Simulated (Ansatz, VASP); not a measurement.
**Two plane-wave programs on ZnSi3N**

```
Zn Si N
1.0
     4.17810    0.00000    0.00000
    -2.08905    3.61834    0.00000
     0.00000    0.00000    4.92156
Zn Si N
1 3 1
Direct
  0.66667 0.33333 0.00000
  0.33333 0.66667 0.50000
  0.33333 0.66667 0.00000
  0.00000 0.00000 0.50000
  0.66667 0.33333 0.50000
```

Alike in both runs: functional PBE; k mesh 12 × 12 × 8; occupations gaussian, width 0.1 eV; no spin polarisation.

Ansatz relaxed the structure, and its values are those at the end. VASP's run is a single point on that final structure, the one shown.

```csv
,VASP,Ansatz
version,VASP 6.6.1,Ansatz 0.2.0
potentials or method,"VASP PAW PBE potentials, release 64 (Zn, Si, N), cutoff 520 eV","scalar-relativistic, plane waves, PAW"
valence electrons in the cell,29,29
```

```tsv
	VASP	Ansatz	Ansatz less VASP
gap on the k mesh at the Fermi level (eV)	none	none	-
pressure (GPa)	0.1	0.0	-0.07
```

A gap of «none» marks a metal or a gap that the smearing closes.
